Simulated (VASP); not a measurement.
Here is a VASP 6.6.1 calculation.

File INCAR:

```
PREC = Accurate
ENCUT = 520
EDIFF = 1E-6
ISMEAR = 0
SIGMA = 0.1
LREAL = False
LASPH = True
NELM = 60
ALGO = Normal
ISIF = 2
LWAVE = False
LCHARG = False
GGA = PS
NBANDS = 24
```

Contents of KPOINTS:

```
Automatic mesh
0
Gamma
  18 18 8
```

Contents of POSCAR:

```
TaN
1.0
    2.9433562272      0.0000000000      0.0000000000
   -1.4716781136      2.5490212651      0.0000000000
    0.0000000000      0.0000000000      5.5641718821
Ta N
2 2
Direct
    0.6666666667      0.3333333333      0.7500000000
    0.3333333333      0.6666666667      0.2500000000
    0.0000000000      0.0000000000      0.0000000000
    0.0000000000      0.0000000000      0.5000000000
```

Potentials or basis: VASP PAW PBE potentials, release 64 (Ta_pv, N).

The run is started by

```console
$ cat potpaw_PBE.64/Ta_pv/POTCAR potpaw_PBE.64/N/POTCAR > POTCAR
$ mpirun -np 1 vasp_std > vasp.out
```

(1) What does it give for the band gap on the k mesh?

(2) What does it give for the pressure?

Answers

(1) zero (bands 16 and 17 overlap by 1.42 eV).

(2) 0.9 GPa.

Caveat: the PAW data sets were made with another functional, which shifts forces and pressure a little; spin-orbit coupling is left out, which moves the levels of the heavy elements.
